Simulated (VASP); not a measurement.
# Al (Pm-3m) in VASP: a series of runs

Runs on Al. Level: PBE. Tasks: single point, relaxation of cell and atoms.

Everything below comes from runs of VASP 6.6.1. Logs are shortened: lines on timing, memory, paths and dates and some standing lists are left out, and cuts for length are marked.

## Step 1: The cell of the first run

It takes space group Pm-3m (No. 221, cubic). The conventional cell has a = 2.793 Å, b = 2.793 Å, c = 2.793 Å, α = 90.00°, β = 90.00°, γ = 90.00°. Al (site symmetry m-3m) has 6 Al at 2.79 Å within 3.7 Å.

## Step 2: Single point, PBE (volume scaled by 1.08)

The input, INCAR:

```
PREC = Accurate
ENCUT = 520
EDIFF = 1E-6
ISMEAR = -1
SIGMA = 0.1
LREAL = F
LASPH = T
NELM = 60
ALGO = Normal
ISIF = 2
LWAVE = F
LCHARG = F
GGA = PE
NBANDS = 8
```

The input, KPOINTS:

```
regular mesh
0
Gamma
  13 13 13
```

The input, POSCAR:

```
Al
1.0
    2.7925674668      0.0000000000      0.0000000000
    0.0000000000      2.7925674668      0.0000000000
    0.0000000000      0.0000000000      2.7925674668
Al
1
Direct
    0.0000000000      0.0000000000      0.0000000000
```

Potentials or basis: VASP PAW PBE potentials, release 64 (Al).

Started as:

```console
$ cat potpaw_PBE.64/Al/POTCAR > POTCAR
$ mpirun -np 1 vasp_std > vasp.out
```

OUTCAR:

```text
PREC = Accurate
   ENCUT = 520
   EDIFF = 1E-6
   ISMEAR = -1
   LREAL = F
   LASPH = T
   NELM = 60
   ISIF = 2
   GGA = PE

 ion  position               nearest neighbor table
   1  0.000  0.000  0.000-

  LATTYP: Found a simple cubic cell.
 ALAT       =     2.7925674668

  Lattice vectors:

 A1 = (   2.7925674668,   0.0000000000,   0.0000000000)
 A2 = (   0.0000000000,   2.7925674668,   0.0000000000)
 A3 = (   0.0000000000,   0.0000000000,   2.7925674668)

Analysis of symmetry for initial positions (statically):
=====================================================================
 Subroutine PRICEL returns:
 Original cell was already a primitive cell.

 Routine SETGRP: Setting up the symmetry group for a
 simple cubic supercell.

 Subroutine GETGRP returns: Found 48 space group operations
 (whereof 48 operations were pure point group operations)
 out of a pool of 48 trial point group operations.

The static configuration has the point symmetry O_h .

Analysis of symmetry for dynamics (positions and initial velocities):
=====================================================================
 Subroutine PRICEL returns:
 Original cell was already a primitive cell.

 Routine SETGRP: Setting up the symmetry group for a
 simple cubic supercell.

 Subroutine GETGRP returns: Found 48 space group operations
 (whereof 48 operations were pure point group operations)
 out of a pool of 48 trial point group operations.

The dynamic configuration has the point symmetry O_h .

 Subroutine INISYM returns: Found 48 space group operations
 (whereof 48 operations are pure point group operations),
 and found     1 'primitive' translations

----------------------------------------------------------------------------------------

                                     Primitive cell

  volume of cell :      21.7777

  direct lattice vectors                    reciprocal lattice vectors
     2.792567467  0.000000000  0.000000000     0.358093408  0.000000000  0.000000000
     0.000000000  2.792567467  0.000000000     0.000000000  0.358093408  0.000000000
     0.000000000  0.000000000  2.792567467     0.000000000  0.000000000  0.358093408

  length of vectors
     2.792567467  2.792567467  2.792567467     0.358093408  0.358093408  0.358093408

  position of ions in fractional coordinates (direct lattice)
     0.000000000  0.000000000  0.000000000

  ion indices of the primitive-cell ions
   primitive index   ion index
                 1           1

----------------------------------------------------------------------------------------

 KPOINTS: regular mesh

Automatic generation of k-mesh.
 Grid dimensions read from file:
 generate k-points for:   13   13   13

 Generating k-lattice:

  Cartesian coordinates                     Fractional coordinates (reciprocal lattice)
     0.027545647  0.000000000  0.000000000     0.076923077  0.000000000  0.000000000
     0.000000000  0.027545647  0.000000000     0.000000000  0.076923077  0.000000000
     0.000000000  0.000000000  0.027545647     0.000000000  0.000000000  0.076923077

  Length of vectors
     0.027545647  0.027545647  0.027545647

  Shift w.r.t. Gamma in fractional coordinates (k-lattice)
     0.000000000  0.000000000  0.000000000

 Subroutine IBZKPT returns following result:
 ===========================================

 Found     84 irreducible k-points:

 Following reciprocal coordinates:
            Coordinates               Weight
  0.000000  0.000000  0.000000      1.000000
  0.076923  0.000000  0.000000      6.000000
  0.153846  0.000000  0.000000      6.000000
  0.230769  0.000000  0.000000      6.000000
  0.307692  0.000000  0.000000      6.000000
  0.384615  0.000000  0.000000      6.000000
[... 16 lines left out ...]
  0.307692  0.307692  0.000000     12.000000
  0.384615  0.307692  0.000000     24.000000
 [... further k-points ...]
   k-points           NKPTS =     84   k-points in BZ     NKDIM =     84   number of bands    NBANDS=      8
   number of dos      NEDOS =    301   number of ions     NIONS =      1
   total plane-waves  NPLWV =  13824
   dimension x,y,z NGX =    24 NGY =   24 NGZ =   24
   dimension x,y,z NGXF=    48 NGYF=   48 NGZF=   48
   ions per type =               1
   NGX,Y,Z   is equivalent  to a cutoff of  14.29, 14.29, 14.29 a.u.
   NGXF,Y,Z  is equivalent  to a cutoff of  28.58, 28.58, 28.58 a.u.
 SYSTEM =  unknown system
   PREC   = accura    normal or accurate (medium, high low for compatibility)
   ISTART =      0    job   : 0-new  1-cont  2-samecut
   ICHARG =      2    charge: 1-file 2-atom 10-const
   ISPIN  =      1    spin polarized calculation?
   LNONCOLLINEAR =      F non collinear calculations
   LSORBIT =      F    spin-orbit coupling
   LASPH  =      T    aspherical Exc in radial PAW
   ENCUT  =  520.0 eV  38.22 Ry    6.18 a.u.   5.19  5.19  5.19*2*pi/ulx,y,z
   NELM   =     60;   NELMIN=  2; NELMDL= -5     # of ELM steps
   EDIFF  = 0.1E-05   stopping-criterion for ELM
   LREAL  =      F    real-space projection
   EDIFFG = 0.1E-04   stopping-criterion for IOM
   NSW    =      0    number of steps for IOM
   IBRION =     -1    ionic relax: 0-MD 1-quasi-New 2-CG
   NFREE  =      0    steps in history (QN), initial steepest desc. (CG)
   ISIF   =      2    stress and relaxation
   ISYM   =      2    0-nonsym 1-usesym 2-fastsym
   POTIM  = 0.5000    time-step for ionic-motion
   TEBEG  =    0.0;   TEEND  =   0.0 temperature during run
   PSTRESS=    0.0 pullay stress
   NELECT =       3.0000    total number of electrons
   NUPDOWN=      -1.0000    fix difference up-down
   EMIN   =  10.00;   EMAX   =-10.00  energy-range for DOS
   EFERMI =   0.00;   METHOD = LEGACY
   ISMEAR =    -1;   SIGMA  =   0.10  broadening in eV -4-tet -1-fermi 0-gaus
   EFERMI_NEDOS =   21; number of points for ismear=-14 and -15
   IALGO  =     38    algorithm
   IMIX   =      4    mixing-type and parameters
     AMIX     =   0.40;   BMIX     =  1.00
     AMIX_MAG =   1.60;   BMIX_MAG =  1.00
  volume/ion in A,a.u.               =      21.78       146.96
  Fermi-wavevector in a.u.,A,eV,Ry     =   0.845496  1.597756  9.726309  0.714864
  Thomas-Fermi vector in A             =   1.960693
   LORBIT       =      0    0 simple, 1 ext, 2 COOP (PROOUT), +10 PAW based schemes
   GGA     = PE    functional components
   LHFCALC =     F    Hartree Fock is set to
   AEXX    =    0.0000 exact exchange contribution
   IVDW    =     0    specifies the selected vdW correction
   LEPSILON=     F    determine dielectric tensor
   LRPA    =     F    only Hartree local field effects (RPA)
 non-spin polarized calculation
  energy-cutoff  :      520.00
  volume of cell :       21.78
 maximum number of plane-waves:       606
 NGX is ok and might be reduce to    24
   NGX = 11   NGY = 11   NGZ = 11

 number of electron       3.0000000 magnetization

 Free energy of the ion-electron system (eV)
  ---------------------------------------------------
  ext. energy  EPLUGINS =         0.00000000
  ---------------------------------------------------
  free energy    TOTEN  =        -3.35814108 eV

  energy without entropy =       -3.33762729  energy(sigma->0) =       -3.34788418

 E-fermi :   4.9956     XC(G=0):  -9.1565

 val. band max:        4.9626857987   @ k =   0.3846   0.3846   0.0000
 cond. band min:       5.0602105261   @ k =   0.4615   0.4615   0.3077
 fundamental gap:      0.0975247274
 Fermi energy:         4.9956094920

 k-point     1 :       0.0000    0.0000    0.0000
  band No.  band energies     occupation
      1      -4.1120      2.00000
      2      12.8094      0.00000
      3      12.8094      0.00000
      4      13.5709      0.00000
      5      13.5709      0.00000
      6      13.5709      0.00000
      7      19.4534      0.00000
      8      27.8799      0.00000

 k-point     2 :       0.0769    0.0000    0.0000
  band No.  band energies     occupation
      1      -4.0014      2.00000
      2      10.9548      0.00000
      3      12.9022      0.00000
      4      13.6646      0.00000
      5      13.6646      0.00000
      6      15.1968      0.00000
      7      19.9316      0.00000
      8      26.9760      0.00000

 k-point     3 :       0.1538    0.0000    0.0000
  band No.  band energies     occupation
      1      -3.6704      2.00000
      2       8.7700      0.00000
      3      13.1754      0.00000
      4      13.9449      0.00000
      5      13.9449      0.00000
      6      16.6461      0.00000
      7      21.3846      0.00000
      8      25.2099      0.00000

 k-point     4 :       0.2308    0.0000    0.0000
  band No.  band energies     occupation
      1      -3.1221      2.00000
      2       6.6783      0.00000
      3      13.6110      0.00000
      4      14.4089      0.00000
      5      14.4089      0.00000
      6      17.7019      0.00000
      7      23.3493      0.00000
      8      23.3588      0.00000

 k-point     5 :       0.3077    0.0000    0.0000
  band No.  band energies     occupation
      1      -2.3631      2.00000
      2       4.7385      1.85793
      3      14.1662      0.00000
      4      15.0481      0.00000
      5      15.0481      0.00000
      6      18.6562      0.00000
      7      21.6052      0.00000
      8      21.6052      0.00000

 k-point     6 :       0.3846    0.0000    0.0000
  band No.  band energies     occupation
      1      -1.4109      2.00000
      2       2.9908      2.00000
      3      14.7457      0.00000
      4      15.8329      0.00000
      5      15.8329      0.00000
      6      19.6178      0.00000
      7      20.0669      0.00000
      8      20.0669      0.00000

 k-point     7 :       0.4615    0.0000    0.0000
  band No.  band energies     occupation
      1      -0.3676      2.00000
      2       1.5474      2.00000
      3      15.1557      0.00000
      4      16.6081      0.00000
      5      16.6081      0.00000
      6      18.9113      0.00000
      7      18.9113      0.00000
      8      20.4293      0.00000

 k-point     8 :       0.0769    0.0769    0.0000
  band No.  band energies     occupation
      1      -3.8908      2.00000
      2      10.6991      0.00000
      3      11.5314      0.00000
      4      13.7581      0.00000
      5      14.4567      0.00000
      6      16.0758      0.00000
      7      20.3123      0.00000
      8      25.9006      0.00000

 k-point     9 :       0.1538    0.0769    0.0000
  band No.  band energies     occupation
      1      -3.5600      2.00000
      2       8.8279      0.00000
      3      11.5265      0.00000
      4      14.0381      0.00000
      5      14.8691      0.00000
      6      17.5235      0.00000
      7      21.5405      0.00000
      8      24.0317      0.00000

 k-point    10 :       0.2308    0.0769    0.0000
  band No.  band energies     occupation
      1      -3.0120      2.00000
      2       6.7676      0.00000
      3      11.9680      0.00000
      4      14.5016      0.00000
      5      15.3474      0.00000
      6      18.5843      0.00000
      7      21.9317      0.00000
      8      23.4278      0.00000
[... 78 lines left out ...]
 k-point    18 :       0.4615    0.1538    0.0000
  band No.  band energies     occupation
      1       0.0714      2.00000
      2       1.9581      2.00000
      3      11.9960      0.00000
      4      14.7355      0.00000
      5      16.9593      0.00000
      6      18.6745      0.00000
      7      19.2755      0.00000
      8      21.4895      0.00000

 k-point    19 :       0.2308    0.2308    0.0000
  band No.  band energies     occupation
      1      -2.1367      2.00000
      2       7.0142      0.00000
      3       8.3165      0.00000
      4      15.2378      0.00000
      5      15.9991      0.00000
      6      18.4331      0.00000
      7      22.7733      0.00000
      8      23.6707      0.00000

 k-point    20 :       0.3077    0.2308    0.0000
  band No.  band energies     occupation
      1      -1.3808      2.00000
      2       5.5709      0.00633
      3       8.5155      0.00000
      4      15.1054      0.00000
      5      15.8688      0.00000
      6      18.2174      0.00000
      7      22.3016      0.00000
      8      23.6438      0.00000

 k-point    21 :       0.3846    0.2308    0.0000
  band No.  band energies     occupation
      1      -0.4315      2.00000
      2       3.8944      1.99997
      3       9.2830      0.00000
      4      13.7134      0.00000
      5      16.6409      0.00000
      6      18.8436      0.00000
      7      20.8289      0.00000
      8      22.9999      0.00000

 k-point    22 :       0.4615    0.2308    0.0000
  band No.  band energies     occupation
      1       0.6165      2.00000
      2       2.4646      2.00000
      3      10.0684      0.00000
      4      12.5756      0.00000
      5      17.3964      0.00000
      6      19.5685      0.00000
      7      19.7100      0.00000
      8      22.0917      0.00000

 k-point    23 :       0.3077    0.3077    0.0000
  band No.  band energies     occupation
      1      -0.6273      2.00000
      2       5.7830      0.00076
      3       7.0854      0.00000
      4      13.4382      0.00000
      5      16.4931      0.00000
      6      18.7889      0.00000
      7      22.4456      0.00000
      8      23.4359      0.00000

 k-point    24 :       0.3846    0.3077    0.0000
  band No.  band energies     occupation
      1       0.3197      2.00000
      2       4.5431      1.97857
      3       7.4473      0.00000
      4      11.8498      0.00000
      5      17.2563      0.00000
      6      19.6352      0.00000
      7      21.3369      0.00000
      8      23.6181      0.00000

 [... further k-points ...]
[... 5 lines left out ...]
  --------------------------------------------------------------------------------------
  -------------------------------------------------------------------------------------
  Total       -0.5053626     -0.5053626     -0.5053626      0.0000000      0.0000000     -0.0000000
  in kB      -37.1794264    -37.1794264    -37.1794264      0.0000000      0.0000000     -0.0000000
  external PRESSURE =     -37.1794264 kB  Pullay stress =       0.0000000 kB

 VOLUME and BASIS-vectors are now :
 -----------------------------------------------------------------------------
  energy-cutoff  :      520.00
  volume of cell :       21.78
      direct lattice vectors                 reciprocal lattice vectors
     2.792567467  0.000000000  0.000000000     0.358093408  0.000000000  0.000000000
     0.000000000  2.792567467  0.000000000     0.000000000  0.358093408  0.000000000
     0.000000000  0.000000000  2.792567467     0.000000000  0.000000000  0.358093408

 POSITION                                       TOTAL-FORCE (eV/Angst)
 -----------------------------------------------------------------------------------
      0.00000      0.00000      0.00000         0.000000      0.000000      0.000000
 -----------------------------------------------------------------------------------
    total drift:                               -0.000000      0.000000      0.000000

  FREE ENERGIE OF THE ION-ELECTRON SYSTEM (eV)
  ---------------------------------------------------
  free  energy   TOTEN  =        -3.3581410785 eV

  energy  without entropy=       -3.3376272875  energy(sigma->0) =       -3.34788418
```

Run time: 3.2 s. Hardware: 1 thread of Intel Xeon 6975P-C (Granite Rapids), shared host; peak memory 0.13 GiB.

Results:

- Free energy: -3.3581 eV
- Pressure: -3.7 GPa

## Step 3: Single point, PBE (volume scaled by 1.12)

The input, INCAR:

```
  PREC = Accurate
  ENCUT = 520
  EDIFF = 1E-7
  ISMEAR = -1
  SIGMA = 0.1
  LREAL = False
  LASPH = True
  NELM = 60
  ALGO = Normal
  ISIF = 2
  LWAVE = False
  LCHARG = True
  GGA = PE
  LELF = True
  LVHAR = True
  NBANDS = 8
```

KPOINTS is that of step 2.

The input, POSCAR:

```
Al
1.0
    2.8266265243      0.0000000000      0.0000000000
    0.0000000000      2.8266265243      0.0000000000
    0.0000000000      0.0000000000      2.8266265243
Al
1
Direct
    0.0000000000      0.0000000000      0.0000000000
```

Potentials or basis: VASP PAW PBE potentials, release 64 (Al).

Started as:

```console
$ cat potpaw_PBE.64/Al/POTCAR > POTCAR
$ mpirun -np 1 vasp_std > vasp.out
```

It took 4 s on 1 thread of Intel Xeon 6975P-C (Granite Rapids), shared host; peak memory 0.13 GiB.

The run converged. Its results:

| Property | Result |
| --- | --- |
| Free energy | -3.3361 eV |
| Pressure | -5.0 GPa |

Levels at points of the mesh, in eV from the Fermi level:
```tsv
k point	band 1	band 2	band 3	band 4	band 5
(0.00, 0.00, 0.00)	-8.91	7.73	7.73	8.32	8.32
```

(Continued in part 2 of 2.)
